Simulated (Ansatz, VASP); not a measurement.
## Two plane-wave programs on Ir

```
CELL_PARAMETERS angstrom
0.00000 2.67314 2.67314
2.67314 0.00000 2.67314
2.67314 2.67314 0.00000
ATOMIC_POSITIONS crystal
Ir 0.12500 0.12500 0.12500
Ir 0.87500 0.87500 0.87500
```

Alike in both runs: task relaxation of cell and atoms; functional PBE; k mesh 10 × 10 × 10; occupations fermi-dirac, width 0.1 eV; no spin polarisation.

|  | VASP | Ansatz |
| --- | --- | --- |
| version | VASP 6.6.1 | Ansatz 0.2.0 |
| potentials or method | VASP PAW PBE potentials, release 64 (Ir), cutoff 600 eV | plane waves (420 eV) with PAW, scalar-relativistic |
| valence electrons in the cell | 18 | 34 |

|  | VASP | Ansatz | Ansatz less VASP |
| --- | --- | --- | --- |
| relaxed volume (Å³/atom) | 21.57 | 21.60 | +0.033 |
| relaxed cell length with the largest relative difference (Å) | 3.937 | 3.939 | +0.0020 |

VASP's potentials hold 18 valence electrons a cell and Ansatz's 34, so a difference there can come from the potentials and not from the codes.

Neither program's run includes spin-orbit coupling.
